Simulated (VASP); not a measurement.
# Zn17F32 (a cell with a defect) in VASP: single point with PBE

Aim: the single point of Zn17F32 (a cell with a defect) with PBE.

All numbers are computed with VASP 6.6.1; they aren't measurements. Logs are shortened: lines on timing, memory, paths and dates and some standing lists are left out, and cuts for length are marked.

### Step 1. The cell of the first run

The cell holds a defect, 49 atoms: a = 9.296 Å, b = 9.296 Å, c = 9.296 Å, α = 93.81°, β = 117.82°, γ = 117.82°.

### Step 2. Single point, PBE (with an interstitial atom, then relaxed in part)

INCAR reads:

```
PREC     = Accurate       # precision mode
ENCUT    = 520            # plane-wave cutoff, eV
EDIFF    = 1E-6           # SCF threshold, eV
ISMEAR   = 0              # smearing method
SIGMA    = 0.01           # smearing width, eV
LREAL    = Auto         
LASPH    = True           # aspherical terms in the spheres
NELM     = 120            # most SCF steps
ALGO     = Normal         # electronic algorithm
ISIF     = 2              # what is computed and relaxed
LWAVE    = False          # write WAVECAR
LCHARG   = True           # write CHGCAR
GGA      = PE             # functional
LELF     = True           # ELF
LVHAR    = True         
NBANDS   = 244            # bands
GGA_COMPAT= False
```

KPOINTS reads:

```
Automatic mesh
0
Gamma
  2 2 2
  0.5 0.5 0.5
```

POSCAR reads:

```
Zn17F32
1.0
    4.7998656285      4.7998656285     -6.3509536045
   -4.7998656285      4.7998656285      6.3509536045
    4.7998656285     -4.7998656285      6.3509536045
Zn F
17 32
Direct
    0.5181578664      0.3776852717      0.3951665334
    0.4903401173      0.6190671540      0.6187282592
    0.4957077370      0.8732708076      0.8731796301
    0.4999846223      0.1201634867      0.1281727019
    0.0042922630      0.8774718931      0.3775630706
    0.0000153777      0.1281880796      0.6201788644
   -0.0181578664      0.3770086670      0.8595274053
    0.0096598827      0.6283881419      0.1287270367
   -0.0174812617     -0.0201665334     -0.0020086670
   -0.0080092152      0.2468272981      0.2468119204
    0.0000911775      0.5018203699      0.4975281069
    0.0003388948      0.7562717408      0.7466118581
    0.5174812617      0.5154725947     -0.0026852717
    0.5080092152      0.7548211356      0.2548365133
    0.4999088225     -0.0025630706      0.5017291924
    0.4996611052      0.2462729633      0.7559328460
    0.2500000000      0.3125000000      0.0625000000
    0.6977882940      0.3466638803      0.3497942147
    0.6981671014      0.6012049270      0.6049755925
    0.6862145950      0.8358631911      0.8463211836
    0.6875600209      0.0917609722      0.0989579878
    0.1999001414      0.8498854603      0.3507071920
    0.1994207369      0.0989657864      0.5999219059
    0.1951216638      0.3681137682      0.8133994301
    0.1986662686      0.5963648342      0.0967963195
    0.5104579926      0.2253514039      0.5391368089
    0.5037706655      0.4719621744      0.7737950730
    0.5031303343      0.7261244136      0.0283361197
    0.5071970156      0.9707990488      0.2832390278
    0.0008217317      0.7250146811      0.5251145397
    0.0004314853      0.9773014344      0.7786351658
   -0.0547143381      0.2020078956      0.0068862318
    0.0009561195      0.4754549505      0.2760342136
    0.3048783362      0.1182777663      0.1729921044
    0.3013337314      0.3981300509      0.3976985656
    0.3000998586      0.6508070507      0.6499853189
    0.3005792631      0.9005011690      0.8995450495
    0.8137854050      0.6601065887      0.1496485961
    0.8124399791      0.9113979668      0.4042009512
    0.8022117060      0.1520059207      0.6488755864
    0.8018328986      0.4068084911      0.9030378256
    0.5547143381      0.5616005699      0.2567222337
    0.4990438805      0.7750780941      0.4744988310
    0.4991782683      0.0242928080      0.7241929493
    0.4995685147      0.2782036805      0.9768699491
   -0.0031303343      0.0252057853      0.2229940793
   -0.0071970156      0.2760420122      0.4636020332
   -0.0104579926      0.5286788164      0.7148934113
   -0.0037706655      0.7700244075      0.9681915089
```

Potentials or basis: VASP PAW PBE potentials, release 64 (Zn, F).

Run with:

```console
$ cat potpaw_PBE.64/Zn/POTCAR potpaw_PBE.64/F/POTCAR > POTCAR
$ mpirun -np 1 vasp_std > vasp.out
```

OUTCAR:

```text
PREC = Accurate
   ENCUT = 520
   EDIFF = 1E-6
   ISMEAR = 0
   LREAL = Auto
   LASPH = True
   NELM = 120
   ISIF = 2
   GGA = PE

 ion  position               nearest neighbor table
   1  0.518  0.378  0.395-  26 2.01  19 2.02  18 2.03  35 2.12  42 2.20  34 2.25  17 2.70
   2  0.490  0.619  0.619-  43 2.04  27 2.05  35 2.06  36 2.06  20 2.07  19 2.07
   3  0.496  0.873  0.873-  44 2.04  28 2.05  37 2.06  21 2.07  36 2.07  20 2.07
   4  0.500  0.120  0.128-  21 2.01  34 2.03  29 2.07  18 2.08  37 2.08  45 2.10
   5  0.004  0.877  0.378-  30 2.04  46 2.05  23 2.06  39 2.07  22 2.07  38 2.07
   6  0.000  0.128  0.620-  39 2.01  24 2.03  47 2.07  40 2.08  23 2.08  31 2.10
   7  0.982  0.377  0.860-  48 2.01  41 2.02  40 2.03  25 2.12  32 2.20  24 2.25  17 2.70
   8  0.010  0.628  0.129-  33 2.04  49 2.05  25 2.06  22 2.06  38 2.07  41 2.07
   9  0.983  0.980  0.998-  20 2.01  49 2.02  46 2.03  31 2.12  34 2.20  32 2.25  17 2.70
  10  0.992  0.247  0.247-  47 2.01  32 2.03  21 2.07  46 2.08  33 2.08  35 2.10
  11  0.000  0.502  0.498-  36 2.04  18 2.05  33 2.06  47 2.07  30 2.07  48 2.07
  12  0.000  0.756  0.747-  37 2.04  19 2.05  31 2.06  30 2.06  48 2.07  49 2.07
  13  0.517  0.515  0.997-  38 2.01  27 2.02  28 2.03  45 2.12  24 2.20  42 2.25  17 2.70
  14  0.508  0.755  0.255-  29 2.01  42 2.03  39 2.07  28 2.08  43 2.08  25 2.10
  15  0.500  0.997  0.502-  22 2.04  40 2.05  43 2.06  29 2.07  44 2.07  26 2.07
  16  0.500  0.246  0.756-  23 2.04  41 2.05  45 2.06  44 2.06  26 2.07  27 2.07
  17  0.250  0.312  0.062-  32 2.28  24 2.28  42 2.28  34 2.28   1 2.70   7 2.70   9 2.70  13 2.70

  18  0.698  0.347  0.350-   1 2.03  11 2.05   4 2.08
  19  0.698  0.601  0.605-   1 2.02  12 2.05   2 2.07
  20  0.686  0.836  0.846-   9 2.01   2 2.07   3 2.07
  21  0.688  0.092  0.099-   4 2.01   3 2.07  10 2.07
  22  0.200  0.850  0.351-  15 2.04   8 2.06   5 2.07
  23  0.199  0.099  0.600-  16 2.04   5 2.06   6 2.08
  24  0.195  0.368  0.813-   6 2.03  13 2.20   7 2.25  17 2.28
  25  0.199  0.596  0.097-   8 2.06  14 2.10   7 2.12
  26  0.510  0.225  0.539-   1 2.01  16 2.07  15 2.07
  27  0.504  0.472  0.774-  13 2.02   2 2.05  16 2.07
  28  0.503  0.726  0.028-  13 2.03   3 2.05  14 2.08
  29  0.507  0.971  0.283-  14 2.01  15 2.07   4 2.07
  30  0.001  0.725  0.525-   5 2.04  12 2.06  11 2.07
  31  0.000  0.977  0.779-  12 2.06   6 2.10   9 2.12
  32  0.945  0.202  0.007-  10 2.03   7 2.20   9 2.25  17 2.28
  33  0.001  0.475  0.276-   8 2.04  11 2.06  10 2.08
  34  0.305  0.118  0.173-   4 2.03   9 2.20   1 2.25  17 2.28
  35  0.301  0.398  0.398-   2 2.06  10 2.10   1 2.12
  36  0.300  0.651  0.650-  11 2.04   2 2.06   3 2.07
  37  0.301  0.901  0.900-  12 2.04   3 2.06   4 2.08
  38  0.814  0.660  0.150-  13 2.01   8 2.07   5 2.07
  39  0.812  0.911  0.404-   6 2.01   5 2.07  14 2.07
  40  0.802  0.152  0.649-   7 2.03  15 2.05   6 2.08
  41  0.802  0.407  0.903-   7 2.02  16 2.05   8 2.07
  42  0.555  0.562  0.257-  14 2.03   1 2.20  13 2.25  17 2.28
  43  0.499  0.775  0.474-   2 2.04  15 2.06  14 2.08
  44  0.499  0.024  0.724-   3 2.04  16 2.06  15 2.07
  45  0.500  0.278  0.977-  16 2.06   4 2.10  13 2.12
  46  0.997  0.025  0.223-   9 2.03   5 2.05  10 2.08
  47  0.993  0.276  0.464-  10 2.01  11 2.07   6 2.07
  48  0.990  0.529  0.715-   7 2.01  12 2.07  11 2.07
[... 231 lines left out ...]
     AMIX     =   0.40;   BMIX     =  1.00
     AMIX_MAG =   1.60;   BMIX_MAG =  1.00
  volume/ion in A,a.u.               =      11.94        80.60
  Fermi-wavevector in a.u.,A,eV,Ry     =   1.474927  2.787207 29.598227  2.175408
  Thomas-Fermi vector in A             =   2.589638
   LORBIT       =      0    0 simple, 1 ext, 2 COOP (PROOUT), +10 PAW based schemes
   GGA     = PE    functional components
   LHFCALC =     F    Hartree Fock is set to
   AEXX    =    0.0000 exact exchange contribution
   IVDW    =     0    specifies the selected vdW correction
   LEPSILON=     F    determine dielectric tensor
   LRPA    =     F    only Hartree local field effects (RPA)
 non-spin polarized calculation
 Gauss-broadening in eV      SIGMA  =   0.01
  energy-cutoff  :      520.00
  volume of cell :      585.27
 maximum number of plane-waves:     15800
 NGX is ok and might be reduce to    70
   NGX = 35   NGY = 35   NGZ = 35

 number of electron     427.9999985 magnetization

 Free energy of the ion-electron system (eV)
  ---------------------------------------------------
  ext. energy  EPLUGINS =         0.00000000
  ---------------------------------------------------
  free energy    TOTEN  =      -183.96609659 eV

  energy without entropy =     -183.96609659  energy(sigma->0) =     -183.96609659

 E-fermi :   1.6482     XC(G=0): -10.1982

 val. band max:        1.5842526974   @ k =   0.2500   0.2500   0.2500
 cond. band min:       3.0965307138   @ k =   0.2500  -0.2500   0.2500
 fundamental gap:      1.5122780164
 Fermi energy:         1.6481878817

 k-point     1 :       0.2500    0.2500    0.2500
  band No.  band energies     occupation
      1     -22.8076      2.00000
      2     -22.7986      2.00000
      3     -22.7762      2.00000
      4     -22.7331      2.00000
      5     -22.5669      2.00000
      6     -22.5594      2.00000
[... 676 lines left out ...]
    225       6.2791      0.00000
    226       6.5350      0.00000
 [bands above 226 left out]

------------------------ aborting loop because EDIFF is reached ----------------------------------------

  FORCE on cell =-STRESS in cart. coord.  units (eV):
  Direction    XX          YY          ZZ          XY          YZ          ZX
  --------------------------------------------------------------------------------------
  -------------------------------------------------------------------------------------
  Total       11.9757416     11.9757416     13.1116423     -0.0000000      0.0000000      0.0000000
  in kB       32.7835446     32.7835446     35.8930682     -0.0000001      0.0000000      0.0000000
  external PRESSURE =      33.8200525 kB  Pullay stress =       0.0000000 kB

 VOLUME and BASIS-vectors are now :
 -----------------------------------------------------------------------------
  energy-cutoff  :      520.00
  volume of cell :      585.27
      direct lattice vectors                 reciprocal lattice vectors
     4.799865629  4.799865629 -6.350953604     0.104169583  0.104169583  0.000000000
    -4.799865629  4.799865629  6.350953604     0.000000000  0.104169583  0.078728335
     4.799865629 -4.799865629  6.350953604     0.104169583  0.000000000  0.078728335

 POSITION                                       TOTAL-FORCE (eV/Angst)
 -----------------------------------------------------------------------------------
      2.57100      2.40318      1.61755        -0.046996      0.001224     -0.019891
      2.35194      2.35519      4.74705         0.001400     -0.001405      0.001746
      2.37889      2.37977      7.94341         0.011062      0.000164     -0.000058
      2.43830      2.36142     -1.59821        -0.009100      0.013866      0.008580
     -2.37889      2.42010      7.94341        -0.011062     -0.000164     -0.000058
      2.36156     -2.36142      4.75275         0.009100     -0.013866      0.008580
[... 41 lines left out ...]
      5.64347      3.85586      1.61333        -0.004473      0.003810     -0.001454
      5.73294      3.83059      4.71232         0.018526     -0.015145     -0.018434
 -----------------------------------------------------------------------------------
    total drift:                               -0.000002     -0.000010     -0.000020

  FREE ENERGIE OF THE ION-ELECTRON SYSTEM (eV)
  ---------------------------------------------------
  free  energy   TOTEN  =      -183.9660965883 eV

  energy  without entropy=     -183.9660965883  energy(sigma->0) =     -183.96609659
```

It took 25 min on 1 thread of Intel Xeon Platinum 8259CL at 2.50GHz (Skylake/Cascade Lake), shared host; peak memory 0.84 GiB.

Results:

```yaml
Free_energy: -183.9661 eV
Pressure: 3.4 GPa
Largest_force: 0.051 eV/Å
Band_gap_on_the_k_mesh: 1.51 eV
```

Forces on the atoms (eV/Å):
```
Zn  -0.047  0.001 -0.020
Zn   0.001 -0.001  0.002
Zn   0.011  0.000  0.000
Zn  -0.009  0.014  0.009
Zn  -0.011  0.000  0.000
Zn   0.009 -0.014  0.009
Zn   0.047 -0.001 -0.020
Zn  -0.001  0.001  0.002
Zn   0.001  0.047  0.020
Zn   0.014  0.009 -0.009
Zn   0.000 -0.011  0.000
Zn  -0.001 -0.001 -0.002
Zn  -0.001 -0.047  0.020
Zn  -0.014 -0.009 -0.009
Zn   0.000  0.011  0.000
Zn   0.001  0.001 -0.002
Zn   0.000  0.000  0.000
F    0.008  0.010 -0.016
F    0.015  0.019  0.018
F   -0.004 -0.004  0.001
F    0.016  0.014 -0.016
F    0.007  0.002  0.000
F    0.006  0.002  0.003
F    0.011  0.028  0.028
F    0.016  0.010 -0.016
F    0.004 -0.004 -0.001
F   -0.019  0.015 -0.018
F   -0.010  0.008  0.016
F   -0.014  0.016  0.016
F   -0.002  0.007  0.000
F   -0.010  0.016  0.016
F   -0.028  0.011 -0.028
F   -0.002  0.006 -0.003
F   -0.011 -0.028  0.028
F   -0.016 -0.010 -0.016
F   -0.007 -0.002  0.000
F   -0.006 -0.002  0.003
F    0.004  0.004  0.001
F   -0.016 -0.014 -0.016
F   -0.008 -0.010 -0.016
F   -0.015 -0.019  0.018
F    0.028 -0.011 -0.028
F    0.002 -0.006 -0.003
F    0.002 -0.007  0.000
F    0.010 -0.016  0.016
F    0.010 -0.008  0.016
F    0.014 -0.016  0.016
F   -0.004  0.004 -0.001
F    0.019 -0.015 -0.018
```

Levels at points of the mesh, in eV from the valence-band top:
| k point | band 210 | band 211 | band 212 | band 213 | band 214 | band 215 | band 216 | band 217 | band 218 | band 219 |
| --- | --- | --- | --- | --- | --- | --- | --- | --- | --- | --- |
| (0.25, 0.25, 0.25) | -3.15 | -3.14 | -3.13 | -3.11 | 0.00 | 1.85 | 1.94 | 2.15 | 3.19 | 3.48 |

Caveat: the cell differs from its parent crystal (with an interstitial atom, then relaxed in part).
